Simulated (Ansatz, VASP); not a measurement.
# Two plane-wave programs on Be

Contents of POSCAR:

```
Be
1.0
   -1.5034568122      1.2326922018      1.0999220282
    1.2326922018     -1.5034568122      1.0999220282
    2.7187968236      2.7187968236     -1.5958279081
Be
2
Direct
    0.9584149825      0.0415850175      0.0000000000
    0.7915850175      0.2084149825      0.5000000000
```

File INCAR.step1:

```
ALGO = Normal
EDIFF = 1E-4
ENCUT = 520
GGA = PE
ISMEAR = -1
LASPH = True
LCHARG = False
LREAL = False
LWAVE = True
NBANDS = 9
NELM = 80
PREC = Accurate
SIGMA = 0.1
```

Contents of INCAR.step2:

```
ALGO = Normal
EDIFF = 1E-6
ENCUT = 520
ISIF = 2
ISMEAR = -1
ISTART = 1
LASPH = True
LCHARG = False
LMIXTAU = True
LREAL = False
LWAVE = False
METAGGA = R2SCAN
NBANDS = 9
NELM = 80
PREC = Accurate
SIGMA = 0.1
```

Contents of KPOINTS:

```
k-points
0
Gamma
  20 20 10
```

Input for Ansatz:

```yaml
crystal:
  lattice:
    - [-1.5034568122, 1.2326922018, 1.0999220282]
    - [1.2326922018, -1.5034568122, 1.0999220282]
    - [2.7187968236, 2.7187968236, -1.5958279081]
  atoms:
    - { symbol: Be, position: [0.9584149825, 0.0415850175, 0.0] }
    - { symbol: Be, position: [0.7915850175, 0.2084149825, 0.5] }
hamiltonian:
  xc: r2scan
  pseudopotentials:
    kind: paw
    azcp:
      Be: "pseudopotentials/Be.paw.azcp"
basis:
  ecutwfc: 500
  fft_grid_basis: typed
kpoints:
  mp_grid: { grid: [20, 20, 10], shift: [0, 0, 0] }
magnetization:
  spin_polarized: false
scf:
  occupations: { method: fermi_dirac, width: 0.1 }
  lower_state_search: "off"
output:
  stress: true
  write_density: true
  write_potential: true
  elf: true
  volumetric_format: npy
```

Alike in both runs: task single point; functional r2SCAN; k mesh 20 × 20 × 10; occupations fermi-dirac, width 0.1 eV; no spin polarisation.

|  | VASP | Ansatz |
| --- | --- | --- |
| version | VASP 6.6.1 | Ansatz 0.2.0 |
| potentials or method | VASP PAW PBE potentials, release 64 (Be), cutoff 520 eV | plane waves (500 eV) with PAW, scalar-relativistic |
| valence electrons in the cell | 4 | 4 |

```tsv
	VASP	Ansatz	Ansatz less VASP
pressure (GPa)	5.7	5.5	-0.22
traceless stress, the component that is largest in VASP (GPa)	0.22	0.17	-0.050
```

VASP's potentials were made for PBE, not for r2SCAN.
